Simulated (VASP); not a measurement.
# NiO (Fm-3m) in VASP: further runs

NiO is run at these levels: PBEsol+U; tasks: single point.

Everything below comes from runs of VASP 6.6.1. Logs are shortened: lines on timing, memory, paths and dates and some standing lists are left out, and cuts for length are marked.

### 1 The cell of the first run

It takes space group Fm-3m (No. 225, cubic). The conventional cell has a = 4.183 Å, b = 4.183 Å, c = 4.183 Å, α = 90.00°, β = 90.00°, γ = 90.00°. Ni (site symmetry m-3m) has 6 O at 2.09 Å within 2.8 Å. Within 2.8 Å of O (site symmetry m-3m) lie 6 Ni at 2.09 Å.

### 2 Single point, PBEsol+U, collinear spin, antiferromagnetic start

INCAR

```
SYSTEM = NiO
PREC = Accurate
ENCUT = 520
EDIFF = 1E-6
ISMEAR = 0
SIGMA = 0.05
LREAL = .False.
LASPH = .True.
NELM = 150
ALGO = Normal
ISIF = 2
LWAVE = .False.
LCHARG = .False.
ISPIN = 2
MAGMOM = 2 -2 0 0
LORBIT = 11
LMAXMIX = 4
LDAU = .True.
LDAUTYPE = 2
LDAUL = 2 -1
LDAUU = 7.2 0
LDAUJ = 0 0
LDAUPRINT = 1
GGA = PS
NBANDS = 28
```

KPOINTS

```
regular mesh
0
Gamma
  10 10 5
  0 0 0
```

POSCAR

```
NiO
1.0
    0.0000000000      2.0913095126      2.0913095126
    2.0913095126      0.0000000000      2.0913095126
    4.1826190252      4.1826190252      0.0000000000
Ni O
2 2
Direct
    0.0000000000      0.0000000000      0.0000000000
    0.0000000000      0.0000000000      0.5000000000
    0.5000000000      0.5000000000      0.2500000000
    0.5000000000      0.5000000000      0.7500000000
```

Potentials or basis: VASP PAW PBE potentials, release 64 (Ni, O).

On the command line:

```bash
$ cat potpaw_PBE.64/Ni/POTCAR potpaw_PBE.64/O/POTCAR > POTCAR
$ mpirun -np 1 vasp_std > vasp.out
```

OUTCAR:

```text
SYSTEM = NiO
   PREC = Accurate
   ENCUT = 520
   EDIFF = 1E-6
   ISMEAR = 0
   LREAL = .False.
   LASPH = .True.
   NELM = 150
   ISIF = 2
   ISPIN = 2
   LORBIT = 11
   GGA = PS

 ion  position               nearest neighbor table
   1  0.000  0.000  0.000-   4 2.09   3 2.09   4 2.09   3 2.09   4 2.09   3 2.09   2 2.96   2 2.96
                             2 2.96   2 2.96   2 2.96   2 2.96
   2  0.000  0.000  0.500-   3 2.09   3 2.09   4 2.09   3 2.09   4 2.09   4 2.09   1 2.96   1 2.96
                             1 2.96   1 2.96   1 2.96   1 2.96
   3  0.500  0.500  0.250-   1 2.09   1 2.09   2 2.09   1 2.09   2 2.09   2 2.09
   4  0.500  0.500  0.750-   2 2.09   1 2.09   2 2.09   1 2.09   2 2.09   1 2.09

  LATTYP: Found a trigonal (rhomboedric) cell.
 ALAT       =     5.1226412001
 COS(alpha) =     0.8333333333

  Lattice vectors:

 A1 = (   4.1826190252,   2.0913095126,  -2.0913095126)
 A2 = (   2.0913095126,   2.0913095126,  -4.1826190252)
 A3 = (   2.0913095126,   4.1826190252,  -2.0913095126)

Analysis of symmetry for initial positions (statically):
=====================================================================
 Subroutine PRICEL returns following result:

  LATTYP: Found a face centered cubic cell.
 ALAT       =     4.1826190252
[... 12 lines left out ...]
 Subroutine GETGRP returns: Found 12 space group operations
 (whereof 12 operations were pure point group operations)
 out of a pool of 12 trial point group operations.

The static configuration has the point symmetry D_3d.

Analysis of symmetry for dynamics (positions and initial velocities):
=====================================================================
 Subroutine PRICEL returns following result:

  LATTYP: Found a face centered cubic cell.
 ALAT       =     4.1826190252
[... 12 lines left out ...]
 Subroutine GETGRP returns: Found 12 space group operations
 (whereof 12 operations were pure point group operations)
 out of a pool of 12 trial point group operations.

The dynamic configuration has the point symmetry D_3d.

Analysis of structural, dynamic, and magnetic symmetry:
=====================================================================
 Subroutine PRICEL returns following result:

  LATTYP: Found a face centered cubic cell.
 ALAT       =     4.1826190252
[... 12 lines left out ...]
 Subroutine GETGRP returns: Found 12 space group operations
 (whereof 12 operations were pure point group operations)
 out of a pool of 12 trial point group operations.

The overall configuration has the point symmetry D_3d.

 Subroutine INISYM returns: Found 12 space group operations
 (whereof 12 operations are pure point group operations),
 and found     2 'primitive' translations

----------------------------------------------------------------------------------------

                                     Primitive cell

  volume of cell :      18.2930

  direct lattice vectors                    reciprocal lattice vectors
     0.000000000  2.091309513  2.091309513    -0.239084649  0.239084649  0.239084649
     2.091309513  0.000000000  2.091309513     0.239084649 -0.239084649  0.239084649
     2.091309513  2.091309513  0.000000000     0.239084649  0.239084649 -0.239084649

  length of vectors
     2.957558276  2.957558276  2.957558276     0.414106759  0.414106759  0.414106759

  position of ions in fractional coordinates (direct lattice)
     0.000000000  0.000000000  0.000000000
     0.500000000  0.500000000  0.500000000

[... 163 lines left out ...]
  o =  0.1473  v =  0.0000  0.0000  0.0000  0.0000  0.0000  0.0000  0.0004 -0.0034 -0.0004  1.0000      0.0000  0.0000  0.0000  0.0000  0.0000  0.0000  0.0000  0.0000  0.0000  0.0000
  o =  0.9848  v =  0.0000  0.0000  0.0000  0.0000  0.0000 -0.7659 -0.1378 -0.0006 -0.6281 -0.0002      0.0000  0.0000  0.0000  0.0000  0.0000  0.0000  0.0000  0.0000  0.0000  0.0000
  o =  0.9848  v =  0.0000  0.0000  0.0000  0.0000  0.0000 -0.2831 -0.8048 -0.0002  0.5217  0.0006      0.0000  0.0000  0.0000  0.0000  0.0000  0.0000  0.0000  0.0000  0.0000  0.0000
  o =  0.9848  v =  0.0000  0.0000  0.0000  0.0000  0.0000  0.5774 -0.5774 -0.0000 -0.5774  0.0000      0.0000  0.0000  0.0000  0.0000  0.0000  0.0000  0.0000  0.0000  0.0000  0.0000
  o =  0.9865  v =  0.5774 -0.5774 -0.0000 -0.5774 -0.0000  0.0000  0.0000  0.0000  0.0000  0.0000      0.0000  0.0000  0.0000  0.0000  0.0000  0.0000  0.0000  0.0000  0.0000  0.0000
  o =  0.9865  v =  0.7395  0.0700  0.0003  0.6695  0.0001  0.0000  0.0000  0.0000  0.0000  0.0000      0.0000  0.0000  0.0000  0.0000  0.0000  0.0000  0.0000  0.0000  0.0000  0.0000
  o =  0.9865  v = -0.3461 -0.8135 -0.0001  0.4674  0.0003  0.0000  0.0000  0.0000  0.0000  0.0000      0.0000  0.0000  0.0000  0.0000  0.0000  0.0000  0.0000  0.0000  0.0000  0.0000
  o =  1.0384  v =  0.0003  0.0001 -1.0000  0.0001  0.0000  0.0000  0.0000  0.0000  0.0000  0.0000      0.0000  0.0000  0.0000  0.0000  0.0000  0.0000  0.0000  0.0000  0.0000  0.0000
  o =  1.0384  v =  0.0000  0.0002  0.0000 -0.0002  1.0000  0.0000  0.0000  0.0000  0.0000  0.0000      0.0000  0.0000  0.0000  0.0000  0.0000  0.0000  0.0000  0.0000  0.0000  0.0000

atom =   2  type =  1  l = 2

 onsite density matrix

spin component  1

  0.9848 -0.0000  0.0004 -0.0000  0.0000
 -0.0000  0.9848  0.0002  0.0000 -0.0004
  0.0004  0.0002  0.1473  0.0002 -0.0000
 -0.0000  0.0000  0.0002  0.9848  0.0004
  0.0000 -0.0004 -0.0000  0.0004  0.1473

spin component  2

  0.9865  0.0000 -0.0000  0.0000 -0.0000
  0.0000  0.9865 -0.0000 -0.0000  0.0000
 -0.0000 -0.0000  1.0384 -0.0000 -0.0000
  0.0000 -0.0000 -0.0000  0.9865 -0.0000
 -0.0000  0.0000 -0.0000 -0.0000  1.0384

 occupancies and eigenvectors

  o =  0.1473  v = -0.0000  0.0004  0.0414 -0.0004  0.9991  0.0000  0.0000  0.0000  0.0000  0.0000      0.0000  0.0000  0.0000  0.0000  0.0000  0.0000  0.0000  0.0000  0.0000  0.0000
  o =  0.1473  v =  0.0005  0.0003 -0.9991  0.0002  0.0414  0.0000  0.0000  0.0000  0.0000  0.0000      0.0000  0.0000  0.0000  0.0000  0.0000  0.0000  0.0000  0.0000  0.0000  0.0000
  o =  0.9848  v =  0.2400 -0.5559  0.0002  0.7959  0.0006  0.0000  0.0000  0.0000  0.0000  0.0000      0.0000  0.0000  0.0000  0.0000  0.0000  0.0000  0.0000  0.0000  0.0000  0.0000
  o =  0.9848  v =  0.7804  0.5981  0.0006  0.1824 -0.0002  0.0000  0.0000  0.0000  0.0000  0.0000      0.0000  0.0000  0.0000  0.0000  0.0000  0.0000  0.0000  0.0000  0.0000  0.0000
  o =  0.9848  v = -0.5774  0.5774 -0.0000  0.5774 -0.0000  0.0000  0.0000  0.0000  0.0000  0.0000      0.0000  0.0000  0.0000  0.0000  0.0000  0.0000  0.0000  0.0000  0.0000  0.0000
  o =  0.9865  v =  0.0000  0.0000  0.0000  0.0000  0.0000  0.5774 -0.5774 -0.0000 -0.5774 -0.0000      0.0000  0.0000  0.0000  0.0000  0.0000  0.0000  0.0000  0.0000  0.0000  0.0000
  o =  0.9865  v =  0.0000  0.0000  0.0000  0.0000  0.0000  0.3526 -0.4614  0.0001  0.8141  0.0003      0.0000  0.0000  0.0000  0.0000  0.0000  0.0000  0.0000  0.0000  0.0000  0.0000
  o =  0.9865  v =  0.0000  0.0000  0.0000  0.0000  0.0000 -0.7364 -0.6736 -0.0003 -0.0628  0.0001      0.0000  0.0000  0.0000  0.0000  0.0000  0.0000  0.0000  0.0000  0.0000  0.0000
  o =  1.0384  v =  0.0000  0.0000  0.0000  0.0000  0.0000  0.0003  0.0001 -1.0000  0.0001 -0.0000      0.0000  0.0000  0.0000  0.0000  0.0000  0.0000  0.0000  0.0000  0.0000  0.0000
  o =  1.0384  v =  0.0000  0.0000  0.0000  0.0000  0.0000  0.0000  0.0002 -0.0000 -0.0002  1.0000      0.0000  0.0000  0.0000  0.0000  0.0000  0.0000  0.0000  0.0000  0.0000  0.0000

 number of electron      32.0000011 magnetization       0.0000000

 Free energy of the ion-electron system (eV)
  ---------------------------------------------------
  ext. energy  EPLUGINS =         0.00000000
  ---------------------------------------------------
  free energy    TOTEN  =       -21.82650175 eV

  energy without entropy =      -21.82650175  energy(sigma->0) =      -21.82650175

 E-fermi :   6.2048     XC(G=0): -12.8818

 val. band max:        5.9434005295   @ k =   0.0000   0.0000   0.4000
 cond. band min:       9.3806343107   @ k =   0.0000   0.0000   0.0000
 fundamental gap:      3.4372337812
 Fermi energy:         6.2048042320

 spin component 1

 k-point     1 :       0.0000    0.0000    0.0000
  band No.  band energies     occupation
      1     -12.0915      1.00000
      2     -10.6179      1.00000
      3      -1.1082      1.00000
      4      -0.6332      1.00000
      5      -0.6332      1.00000
      6       1.3133      1.00000
[... 1481 lines left out ...]
     27      24.2787      0.00000
     28      27.3942      0.00000

 [... further k-points ...]

------------------------ aborting loop because EDIFF is reached ----------------------------------------

  FORCE on cell =-STRESS in cart. coord.  units (eV):
  Direction    XX          YY          ZZ          XY          YZ          ZX
  --------------------------------------------------------------------------------------
  -------------------------------------------------------------------------------------
  Total       -2.5539515     -2.5539515     -2.5539515     -0.0155330      0.0155330      0.0155330
  in kB     -111.8428677   -111.8428677   -111.8428677     -0.6802221      0.6802221      0.6802221
  external PRESSURE =    -111.8428677 kB  Pullay stress =       0.0000000 kB

 VOLUME and BASIS-vectors are now :
 -----------------------------------------------------------------------------
  energy-cutoff  :      520.00
  volume of cell :       36.59
      direct lattice vectors                 reciprocal lattice vectors
     0.000000000  2.091309513  2.091309513    -0.239084649  0.239084649  0.239084649
     2.091309513  0.000000000  2.091309513     0.239084649 -0.239084649  0.239084649
     4.182619025  4.182619025  0.000000000     0.119542324  0.119542324 -0.119542324

 POSITION                                       TOTAL-FORCE (eV/Angst)
 -----------------------------------------------------------------------------------
      0.00000      0.00000      0.00000         0.000000     -0.000000      0.000000
      2.09131      2.09131      0.00000        -0.000000      0.000000      0.000000
      2.09131      2.09131      2.09131        -0.000000     -0.000000     -0.000000
      4.18262      4.18262      2.09131         0.000000      0.000000      0.000000
 -----------------------------------------------------------------------------------
    total drift:                                0.000000     -0.000000     -0.000000

  FREE ENERGIE OF THE ION-ELECTRON SYSTEM (eV)
  ---------------------------------------------------
  free  energy   TOTEN  =       -21.8265017468 eV

  energy  without entropy=      -21.8265017468  energy(sigma->0) =      -21.82650175

 total charge

# of ion       s       p       d       tot
------------------------------------------
    1        0.346   0.427   8.256   9.029
    2        0.346   0.427   8.256   9.029
    3        1.543   3.452   0.000   4.994
    4        1.543   3.452   0.000   4.994
--------------------------------------------------
tot          3.777   7.758  16.512  28.046

 magnetization (x)

# of ion       s       p       d       tot
------------------------------------------
    1       -0.001  -0.004   1.784   1.779
    2        0.001   0.004  -1.784  -1.779
    3        0.000   0.000   0.000   0.000
    4        0.000   0.000   0.000   0.000
--------------------------------------------------
tot          0.000   0.000  -0.000  -0.000
```

Wall time 63 s (1 thread of Intel Xeon 6975P-C (Granite Rapids), shared host); peak memory 0.24 GiB.

Results:

* Free energy: -21.8265 eV
* Pressure: -11.2 GPa
* Band gap on the k mesh: 3.44 eV
* Net moment: 0.00 μB per cell
* Site moments: Ni +1.78, -1.78; O +0.00 μB
* Valence electrons inside the program's atomic spheres: Ni 9.03; O 4.99

Eigenvalues of the final occupation matrices:
```tsv
site	spin	trace	eigenvalues
site 1 d	1	5.04	0.99 0.99 0.99 1.04 1.04
site 1 d	2	3.25	0.15 0.15 0.98 0.98 0.98
site 2 d	1	3.25	0.15 0.15 0.98 0.98 0.98
site 2 d	2	5.04	0.99 0.99 0.99 1.04 1.04
```

Caveat: the PAW data sets were made with another functional, which shifts forces and pressure a little.

### 3 Single point, PBEsol+U, collinear spin, antiferromagnetic start

This run uses another cell than the first one, of the same volume but with other edges.

INCAR

```
  PREC = Accurate
  ENCUT = 520
  EDIFF = 1E-6
  ISMEAR = 0
  SIGMA = 0.05
  LREAL = F
  LASPH = T
  NELM = 150
  ALGO = Normal
  ISIF = 2
  LWAVE = F
  LCHARG = F
  ISPIN = 2
  MAGMOM = 2 -2 0 0
  LORBIT = 11
  LMAXMIX = 4
  LDAU = T
  LDAUTYPE = 2
  LDAUL = 2 -1
  LDAUU = 7.2 0
  LDAUJ = 0 0
  LDAUPRINT = 1
  GGA = PS
  NBANDS = 28
```

KPOINTS

```
regular mesh
0
Gamma
  10 10 5
```

POSCAR

```
NiO
1.0
    0.0000000000      2.0913095126      2.0913095126
    4.1826190252      2.0913095126      2.0913095126
    4.1826190252      4.1826190252      0.0000000000
Ni O
2 2
Direct
    0.0000000000      0.0000000000      0.0000000000
    0.0000000000      0.0000000000      0.5000000000
    0.5000000000      0.5000000000      0.0000000000
    0.5000000000      0.5000000000      0.5000000000
```

Potentials or basis: VASP PAW PBE potentials, release 64 (Ni, O).

On the command line:

```bash
$ cat potpaw_PBE.64/Ni/POTCAR potpaw_PBE.64/O/POTCAR > POTCAR
$ mpirun -np 1 vasp_std > vasp.out
```

Run time: 98 s. Hardware: 1 thread of Intel Xeon 6975P-C (Granite Rapids), shared host; peak memory 0.29 GiB.

Results (log left out):

| Item | Value |
| --- | --- |
| Free energy | -21.6865 eV |
| Pressure | -9.4 GPa |
| Band gap on the k mesh | 2.86 eV |
| Net moment | 0.00 μB per cell |
| Site moments | Ni +1.86, -1.86; O -0.05, +0.05 μB |
| Valence electrons inside the program's atomic spheres | Ni 9.02; O 5.00 |

Levels at points of the mesh, in eV from the valence-band top:
Spin up:
```tsv
k point	band 14	band 15	band 16	band 17	band 18	band 19
(0.00, 0.00, 0.00)	-1.17	-1.16	-1.16	2.86	2.97	3.21
(0.50, 0.00, 0.00)	-2.07	0.00	0.00	5.03	5.04	6.70
(0.50, 0.50, 0.00)	-2.56	-2.56	-2.51	3.32	3.53	7.02
```
Spin down:
```csv
k point,band 14,band 15,band 16,band 17,band 18,band 19
"(0.00, 0.00, 0.00)",-1.17,-1.16,-1.16,2.86,2.97,3.21
"(0.50, 0.00, 0.00)",-2.07,0.00,0.00,5.03,5.04,6.70
"(0.50, 0.50, 0.00)",-2.56,-2.56,-2.51,3.32,3.53,7.02
```

Eigenvalues of the final occupation matrices:
```
    site  spin  trace               eigenvalues
site 1 d     1   5.05  0.99 0.99 0.99 1.04 1.04
site 1 d     2   3.22  0.13 0.13 0.98 0.98 0.99
site 2 d     1   3.22  0.13 0.13 0.98 0.98 0.99
site 2 d     2   5.05  0.99 0.99 0.99 1.04 1.04
```

Caveat: the k points lie up to 0.42 Å⁻¹ apart; the PAW data sets were made with another functional, which shifts forces and pressure a little. The state reached can hang on the start; a lower one may exist.
